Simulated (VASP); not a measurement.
Set up this calculation in VASP 6.6.1, as the native input.

```
Task                   : single point
Functional             : PBEsol
Potentials or basis    : VASP PAW PBE potentials, release 64 (Ge_d)
Cutoff                 : 520 eV
k mesh                 : 7 × 7 × 2
Occupations            : gaussian, width 0.15 eV
Spin                   : no spin polarisation
Dipole correction      : no
Further INCAR settings : ALGO = Normal; EDIFF = 1e-06; NBANDS = 36
```

The structure of Ge lies in POSCAR:

```
Ge
1.0
    3.9393786447      0.0000000000      0.0000000000
   -1.9696888360      3.4116013729      0.0000000000
    0.0000000000      0.0000000000     10.6920181260
Ge
4
Direct
    0.0000000000      0.0000000000      0.9774520000
    0.0000000000      0.0000000000      0.4774520000
    0.3333333333      0.6666666667      0.9148480000
    0.6666666667      0.3333333333      0.4148480000
```

These files were run (other wordings do the same):

INCAR

```
  ALGO = Normal
  EDIFF = 1E-6
  ENCUT = 520
  GGA = PS
  ISIF = 2
  ISMEAR = 0
  LASPH = T
  LCHARG = F
  LREAL = F
  LWAVE = F
  NBANDS = 36
  NELM = 100
  PREC = Accurate
  SIGMA = 0.15
```

KPOINTS

```
k-points
0
Gamma
  7 7 2
```

Potentials or basis: VASP PAW PBE potentials, release 64 (Ge_d).

Launch:

```console
$ cat potpaw_PBE.64/Ge_d/POTCAR > POTCAR
$ mpirun -np 1 vasp_std > vasp.out
```

It gave:

The pressure is 1.0 GPa and the largest force is 0.051 eV/Å. The band gap on the k mesh is 0.87 eV, indirect (least direct gap 0.88 eV).

Caveat: the PAW data sets were made with another functional, which shifts forces and pressure a little.

Wall time 94 s on 1 thread of Intel(R) Xeon(R) Platinum 8488C (Sapphire Rapids), with other jobs on the host, peak memory 0.26 GiB.
